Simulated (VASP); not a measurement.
Runs of VASP 6.6.1 on TlCl. The structure is that of space group Pm-3m (No. 221), or close to it. The cells are those of the table. 

```csv
cell,gap on the mesh (eV),pressure (GPa)
"a = 3.878 Å, 2 atoms",2.17,(b)
"a = 3.956 Å, 2 atoms",2.30,-1.7
"a = 3.796 Å, 2 atoms",2.01,0.7
"a = 3.995 Å, 2 atoms",2.35,-1.1
"a = 4.044 Å, 2 atoms",2.42,1.2
"a = 3.754 Å, 2 atoms",1.91,(c)
"a = 3.838 Å, 2 atoms",2.09,(a)
```

Alike in all rows: task single point; level PBE+D3(BJ); potentials or basis VASP PAW PBE potentials, release 64 (Tl_d, Cl); no spin polarisation; k mesh 8 × 8 × 8; smearing gaussian 0.02 eV.

Fill in the values left out.

(a) 0.4; (b) 2.5; (c) 1.7.

Caveats: spin-orbit coupling is left out, which moves the levels of the heavy elements.

A k mesh can miss the band edges, and the runs leave out spin-orbit coupling on Tl.
